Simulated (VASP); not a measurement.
# KCl: single point with r2SCAN

The system is KCl.

```xyz
2
Lattice="0.0079 3.1448 3.1448 3.1448 0.0079 3.1448 3.1527 3.1527 0.0000" Properties=species:S:1:pos:R:3 pbc="T T T"
K     0.0000    0.0000    0.0000
Cl    3.1527    3.1527    3.1448
```

This cell differs from its parent crystal: shear xy strain +0.5%.

```json
{"Program": "VASP 6.6.1", "Task": "single point", "Functional": "r2SCAN", "Potentials or basis": "VASP PAW PBE potentials, release 64 (K_sv, Cl)", "Cutoff": "520 eV", "k mesh": "8 × 8 × 8", "Occupations": "gaussian, width 0.01 eV", "Spin": "no spin polarisation", "Dipole correction": "no", "Further INCAR settings": "ALGO = Normal; EDIFF = 1e-06; NBANDS = 15"}
```

- Pressure: 0.0 GPa
- Band gap on the k mesh: 5.83 eV

Levels at points of the mesh, in eV from the valence-band top:
| k point | band 6 | band 7 | band 8 | band 9 | band 10 | band 11 |
| --- | --- | --- | --- | --- | --- | --- |
| (0.00, 0.00, 0.00) | -0.01 | 0.00 | 0.00 | 5.83 | 9.01 | 9.03 |
| (0.50, 0.00, 0.00) | -1.05 | -0.33 | -0.33 | 8.13 | 9.25 | 11.31 |
| (0.50, 0.50, 0.00) | -0.67 | -0.24 | -0.22 | 7.03 | 9.22 | 10.70 |
| (0.00, 0.00, 0.50) | -1.05 | -0.33 | -0.32 | 8.13 | 9.24 | 11.30 |
| (0.50, 0.00, 0.50) | -0.67 | -0.23 | -0.23 | 7.03 | 9.22 | 10.70 |

It took 3.6 min on 1 thread of Intel(R) Xeon(R) Platinum 8559C (Emerald Rapids) (shared host), peak memory 0.26 GiB.

Caveat: the cell differs from its parent crystal (shear xy strain +0.5%); the PAW data sets were made with another functional, which shifts forces and pressure a little. A k mesh can miss the band edges.
